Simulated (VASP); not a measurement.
# CdSe (F-43m) in VASP: a series of runs

CdSe is run at these levels: PBE; tasks: single point.

All numbers are computed with VASP 6.6.1; they aren't measurements. Logs are shortened: lines on timing, memory, paths and dates and some standing lists are left out, and cuts for length are marked.

## 1. The cell of the first run

The structure is cubic, space group F-43m (No. 216). The conventional cell has a = 6.141 Å, b = 6.141 Å, c = 6.141 Å, α = 90.00°, β = 90.00°, γ = 90.00°. Cd (site symmetry -43m) has 4 Se at 2.66 Å within 3.5 Å. Se (site symmetry -43m) has 4 Cd at 2.66 Å within 3.5 Å.

## 2. Single point, PBE

INCAR reads:

```
SYSTEM = CdSe
PREC = Accurate ; ENCUT = 520
EDIFF = 1E-7 ; ISMEAR = 0
SIGMA = 0.1 ; LREAL = .False.
LASPH = .True. ; NELM = 80
ALGO = Normal ; ISIF = 2
LWAVE = .False. ; LCHARG = .False.
GGA = PE ; NBANDS = 16
```

KPOINTS reads:

```
regular mesh
0
Gamma
  8 8 8
  0 0 0
```

POSCAR reads:

```
CdSe
1.0
    0.0000000000      3.0702711986      3.0702711986
    3.0702711986      0.0000000000      3.0702711986
    3.0702711986      3.0702711986      0.0000000000
Cd Se
1 1
Direct
    0.0000000000      0.0000000000      0.0000000000
    0.2500000000      0.2500000000      0.2500000000
```

Potentials or basis: VASP PAW PBE potentials, release 64 (Cd, Se).

On the command line:

```bash
cat potpaw_PBE.64/Cd/POTCAR potpaw_PBE.64/Se/POTCAR > POTCAR
mpirun -np 1 vasp_std > vasp.out
```

OUTCAR:

```text
SYSTEM = CdSe
   PREC = Accurate
   ENCUT = 520
   EDIFF = 1E-7
   ISMEAR = 0
   LREAL = .False.
   LASPH = .True.
   NELM = 80
   ISIF = 2
   GGA = PE

 ion  position               nearest neighbor table
   1  0.000  0.000  0.000-   2 2.66   2 2.66   2 2.66   2 2.66
   2  0.250  0.250  0.250-   1 2.66   1 2.66   1 2.66   1 2.66

  LATTYP: Found a face centered cubic cell.
 ALAT       =     6.1405423972

  Lattice vectors:

 A1 = (   0.0000000000,   3.0702711986,   3.0702711986)
 A2 = (   3.0702711986,   0.0000000000,   3.0702711986)
 A3 = (   3.0702711986,   3.0702711986,   0.0000000000)

Analysis of symmetry for initial positions (statically):
=====================================================================
 Subroutine PRICEL returns:
 Original cell was already a primitive cell.

 Routine SETGRP: Setting up the symmetry group for a
 face centered cubic supercell.

 Subroutine GETGRP returns: Found 24 space group operations
 (whereof 24 operations were pure point group operations)
 out of a pool of 48 trial point group operations.

The static configuration has the point symmetry T_d .

Analysis of symmetry for dynamics (positions and initial velocities):
=====================================================================
 Subroutine PRICEL returns:
 Original cell was already a primitive cell.

 Routine SETGRP: Setting up the symmetry group for a
 face centered cubic supercell.

 Subroutine GETGRP returns: Found 24 space group operations
 (whereof 24 operations were pure point group operations)
 out of a pool of 48 trial point group operations.

The dynamic configuration has the point symmetry T_d .

 Subroutine INISYM returns: Found 24 space group operations
 (whereof 24 operations are pure point group operations),
 and found     1 'primitive' translations

----------------------------------------------------------------------------------------

                                     Primitive cell

  volume of cell :      57.8842

  direct lattice vectors                    reciprocal lattice vectors
     0.000000000  3.070271199  3.070271199    -0.162852063  0.162852063  0.162852063
     3.070271199  0.000000000  3.070271199     0.162852063 -0.162852063  0.162852063
     3.070271199  3.070271199  0.000000000     0.162852063  0.162852063 -0.162852063

  length of vectors
     4.342019169  4.342019169  4.342019169     0.282068048  0.282068048  0.282068048

  position of ions in fractional coordinates (direct lattice)
     0.000000000  0.000000000  0.000000000
     0.250000000  0.250000000  0.250000000

  ion indices of the primitive-cell ions
   primitive index   ion index
                 1           1
                 2           2

----------------------------------------------------------------------------------------

 KPOINTS: regular mesh

Automatic generation of k-mesh.
 Grid dimensions read from file:
 generate k-points for:    8    8    8

 Generating k-lattice:

  Cartesian coordinates                     Fractional coordinates (reciprocal lattice)
    -0.020356508  0.020356508  0.020356508     0.125000000  0.000000000  0.000000000
     0.020356508 -0.020356508  0.020356508     0.000000000  0.125000000  0.000000000
     0.020356508  0.020356508 -0.020356508     0.000000000  0.000000000  0.125000000

  Length of vectors
     0.035258506  0.035258506  0.035258506

  Shift w.r.t. Gamma in fractional coordinates (k-lattice)
     0.000000000  0.000000000  0.000000000

 Subroutine IBZKPT returns following result:
 ===========================================

 Found     29 irreducible k-points:

 Following reciprocal coordinates:
            Coordinates               Weight
  0.000000  0.000000  0.000000      1.000000
  0.125000  0.000000  0.000000      8.000000
  0.250000  0.000000  0.000000      8.000000
  0.375000  0.000000  0.000000      8.000000
  0.500000  0.000000  0.000000      4.000000
  0.125000  0.125000  0.000000      6.000000
[... 16 lines left out ...]
  0.500000  0.250000  0.125000     48.000000
 -0.375000  0.250000  0.125000     24.000000
 [... further k-points ...]
   k-points           NKPTS =     29   k-points in BZ     NKDIM =     29   number of bands    NBANDS=     16
   number of dos      NEDOS =    301   number of ions     NIONS =      2
   total plane-waves  NPLWV =  32768
   dimension x,y,z NGX =    32 NGY =   32 NGZ =   32
   dimension x,y,z NGXF=    64 NGYF=   64 NGZF=   64
   ions per type =               1   1
   NGX,Y,Z   is equivalent  to a cutoff of  12.25, 12.25, 12.25 a.u.
   NGXF,Y,Z  is equivalent  to a cutoff of  24.50, 24.50, 24.50 a.u.
 SYSTEM =  CdSe
   PREC   = accura    normal or accurate (medium, high low for compatibility)
   ISTART =      0    job   : 0-new  1-cont  2-samecut
   ICHARG =      2    charge: 1-file 2-atom 10-const
   ISPIN  =      1    spin polarized calculation?
   LNONCOLLINEAR =      F non collinear calculations
   LSORBIT =      F    spin-orbit coupling
   LASPH  =      T    aspherical Exc in radial PAW
   ENCUT  =  520.0 eV  38.22 Ry    6.18 a.u.   8.07  8.07  8.07*2*pi/ulx,y,z
   NELM   =     80;   NELMIN=  2; NELMDL= -5     # of ELM steps
   EDIFF  = 0.1E-06   stopping-criterion for ELM
   LREAL  =      F    real-space projection
   EDIFFG = 0.1E-05   stopping-criterion for IOM
   NSW    =      0    number of steps for IOM
   IBRION =     -1    ionic relax: 0-MD 1-quasi-New 2-CG
   NFREE  =      0    steps in history (QN), initial steepest desc. (CG)
   ISIF   =      2    stress and relaxation
   ISYM   =      2    0-nonsym 1-usesym 2-fastsym
   POTIM  = 0.5000    time-step for ionic-motion
   TEBEG  =    0.0;   TEEND  =   0.0 temperature during run
   PSTRESS=    0.0 pullay stress
   NELECT =      18.0000    total number of electrons
   NUPDOWN=      -1.0000    fix difference up-down
   EMIN   =  10.00;   EMAX   =-10.00  energy-range for DOS
   EFERMI =   0.00;   METHOD = LEGACY
   ISMEAR =     0;   SIGMA  =   0.10  broadening in eV -4-tet -1-fermi 0-gaus
   EFERMI_NEDOS =   21; number of points for ismear=-14 and -15
   IALGO  =     38    algorithm
   IMIX   =      4    mixing-type and parameters
     AMIX     =   0.40;   BMIX     =  1.00
     AMIX_MAG =   1.60;   BMIX_MAG =  1.00
  volume/ion in A,a.u.               =      28.94       195.31
  Fermi-wavevector in a.u.,A,eV,Ry     =   1.109121  2.095935 16.737199  1.230149
  Thomas-Fermi vector in A             =   2.245657
   LORBIT       =      0    0 simple, 1 ext, 2 COOP (PROOUT), +10 PAW based schemes
   GGA     = PE    functional components
   LHFCALC =     F    Hartree Fock is set to
   AEXX    =    0.0000 exact exchange contribution
   IVDW    =     0    specifies the selected vdW correction
   LEPSILON=     F    determine dielectric tensor
   LRPA    =     F    only Hartree local field effects (RPA)
 non-spin polarized calculation
 Gauss-broadening in eV      SIGMA  =   0.10
  energy-cutoff  :      520.00
  volume of cell :       57.88
 maximum number of plane-waves:      1588
   NGX = 17   NGY = 17   NGZ = 17

 number of electron      18.0000008 magnetization

 Free energy of the ion-electron system (eV)
  ---------------------------------------------------
  ext. energy  EPLUGINS =         0.00000000
  ---------------------------------------------------
  free energy    TOTEN  =        -5.49046529 eV

  energy without entropy =       -5.49046509  energy(sigma->0) =       -5.49046519

 E-fermi :   1.0033     XC(G=0):  -8.7560

 val. band max:        0.7190224928   @ k =   0.0000   0.0000   0.0000
 cond. band min:       1.2687847146   @ k =   0.0000   0.0000   0.0000
 fundamental gap:      0.5497622218
 Fermi energy:         1.0033465761

 k-point     1 :       0.0000    0.0000    0.0000
  band No.  band energies     occupation
      1     -11.7181      2.00000
      2      -7.1230      2.00000
      3      -7.1230      2.00000
      4      -7.1230      2.00000
      5      -6.7786      2.00000
      6      -6.7786      2.00000
[... 8 lines left out ...]
     15      11.7533      0.00000
     16      11.7533      0.00000

 k-point     2 :       0.1250    0.0000    0.0000
  band No.  band energies     occupation
      1     -11.6679      2.00000
      2      -7.1072      2.00000
      3      -7.1072      2.00000
      4      -7.0766      2.00000
      5      -6.7794      2.00000
      6      -6.7794      2.00000
[... 8 lines left out ...]
     15      11.0073      0.00000
     16      11.1136      0.00000

 k-point     3 :       0.2500    0.0000    0.0000
  band No.  band energies     occupation
      1     -11.5455      2.00000
      2      -7.0725      2.00000
      3      -7.0725      2.00000
      4      -6.9214      2.00000
      5      -6.7765      2.00000
      6      -6.7765      2.00000
[... 8 lines left out ...]
     15      10.7643      0.00000
     16      10.8081      0.00000

 k-point     4 :       0.3750    0.0000    0.0000
  band No.  band energies     occupation
      1     -11.4217      2.00000
      2      -7.0449      2.00000
      3      -7.0449      2.00000
      4      -6.7648      2.00000
      5      -6.7648      2.00000
      6      -6.6662      2.00000
[... 8 lines left out ...]
     15      11.6181      0.00000
     16      11.6181      0.00000
[... 324 lines left out ...]
 k-point    22 :       0.3750    0.2500    0.1250
  band No.  band energies     occupation
      1     -11.4549      2.00000
      2      -7.0339      2.00000
      3      -7.0160      2.00000
      4      -6.8743      2.00000
      5      -6.7693      2.00000
      6      -6.7339      2.00000
[... 8 lines left out ...]
     15      12.1742      0.00000
     16      13.3208      0.00000

 k-point    23 :       0.5000    0.2500    0.1250
  band No.  band energies     occupation
      1     -11.3567      2.00000
      2      -7.0074      2.00000
      3      -6.9913      2.00000
      4      -6.8188      2.00000
      5      -6.7581      2.00000
      6      -6.5535      2.00000
[... 8 lines left out ...]
     15      12.4983      0.00000
     16      13.2551      0.00000

 k-point    24 :      -0.3750    0.2500    0.1250
  band No.  band energies     occupation
      1     -11.3161      2.00000
      2      -7.0024      2.00000
      3      -6.9801      2.00000
      4      -6.7958      2.00000
      5      -6.7633      2.00000
      6      -6.4243      2.00000
[... 8 lines left out ...]
     15      12.3177      0.00000
     16      13.2550      0.00000

 [... further k-points ...]

------------------------ aborting loop because EDIFF is reached ----------------------------------------

  FORCE on cell =-STRESS in cart. coord.  units (eV):
  Direction    XX          YY          ZZ          XY          YZ          ZX
  --------------------------------------------------------------------------------------
  -------------------------------------------------------------------------------------
  Total        0.5651853      0.5651853      0.5651853     -0.0000000     -0.0000000     -0.0000000
  in kB       15.6437642     15.6437642     15.6437642     -0.0000000     -0.0000000     -0.0000000
  external PRESSURE =      15.6437642 kB  Pullay stress =       0.0000000 kB

 VOLUME and BASIS-vectors are now :
 -----------------------------------------------------------------------------
  energy-cutoff  :      520.00
  volume of cell :       57.88
      direct lattice vectors                 reciprocal lattice vectors
     0.000000000  3.070271199  3.070271199    -0.162852063  0.162852063  0.162852063
     3.070271199  0.000000000  3.070271199     0.162852063 -0.162852063  0.162852063
     3.070271199  3.070271199  0.000000000     0.162852063  0.162852063 -0.162852063

 POSITION                                       TOTAL-FORCE (eV/Angst)
 -----------------------------------------------------------------------------------
      0.00000      0.00000      0.00000         0.000000      0.000000      0.000000
      1.53514      1.53514      1.53514        -0.000000     -0.000000     -0.000000
 -----------------------------------------------------------------------------------
    total drift:                               -0.000001     -0.000001     -0.000000

  FREE ENERGIE OF THE ION-ELECTRON SYSTEM (eV)
  ---------------------------------------------------
  free  energy   TOTEN  =        -5.4904652862 eV

  energy  without entropy=       -5.4904650881  energy(sigma->0) =       -5.49046519
```

Run time: 23 s. Hardware: 1 thread of Intel Xeon 8259CL, shared host; peak memory 0.19 GiB.

What came out:

| Item | Value |
| --- | --- |
| Free energy | -5.4905 eV |
| Pressure | 1.6 GPa |
| Band gap on the k mesh | 0.55 eV |

Levels at points of the mesh, in eV from the valence-band top:
```tsv
k point	band 6	band 7	band 8	band 9	band 10	band 11	band 12	band 13
(0.00, 0.00, 0.00)	-7.50	0.00	0.00	0.00	0.55	5.93	5.93	5.93
(0.50, 0.00, 0.00)	-7.22	-4.22	-0.71	-0.71	2.36	6.44	6.44	7.34
(0.50, 0.50, 0.00)	-7.16	-3.95	-1.76	-1.76	3.19	3.73	8.98	10.05
```

## 3. Single point, PBE

INCAR reads:

```
SYSTEM = CdSe
ALGO = Normal
EDIFF = 1E-6
ENCUT = 520
GGA = PE
ISIF = 2
ISMEAR = 0
LASPH = .True.
LCHARG = .False.
LREAL = .False.
LWAVE = .False.
NBANDS = 16
NELM = 100
PREC = Accurate
SIGMA = 0.026000000000000002
```

KPOINTS reads:

```
k-points
0
Gamma
  8 8 8
  0 0 0
```

POSCAR is that of step 2.

Potentials or basis: VASP PAW PBE potentials, release 64 (Cd, Se).

On the command line:

```bash
cat potpaw_PBE.64/Cd/POTCAR potpaw_PBE.64/Se/POTCAR > POTCAR
mpirun -np 1 vasp_std > vasp.out
```

Run time: 23 s. Hardware: 1 thread of Intel Xeon 8259CL, shared host; peak memory 0.18 GiB.

The run converged. Its results:

```
Free energy            : -5.4905 eV
Pressure               : 1.6 GPa
Band gap on the k mesh : 0.55 eV
```

Levels at points of the mesh, in eV from the valence-band top:
| k point | band 5 | band 6 | band 7 | band 8 | band 9 | band 10 | band 11 | band 12 | band 13 | band 14 |
| --- | --- | --- | --- | --- | --- | --- | --- | --- | --- | --- |
| (0.00, 0.00, 0.00) | -7.50 | -7.50 | 0.00 | 0.00 | 0.00 | 0.55 | 5.93 | 5.93 | 5.93 | 9.67 |
| (0.50, 0.00, 0.00) | -7.48 | -7.22 | -4.22 | -0.71 | -0.71 | 2.36 | 6.44 | 6.44 | 7.34 | 9.97 |
| (0.50, 0.50, 0.00) | -7.44 | -7.16 | -3.95 | -1.76 | -1.76 | 3.19 | 3.73 | 8.98 | 10.05 | 10.05 |
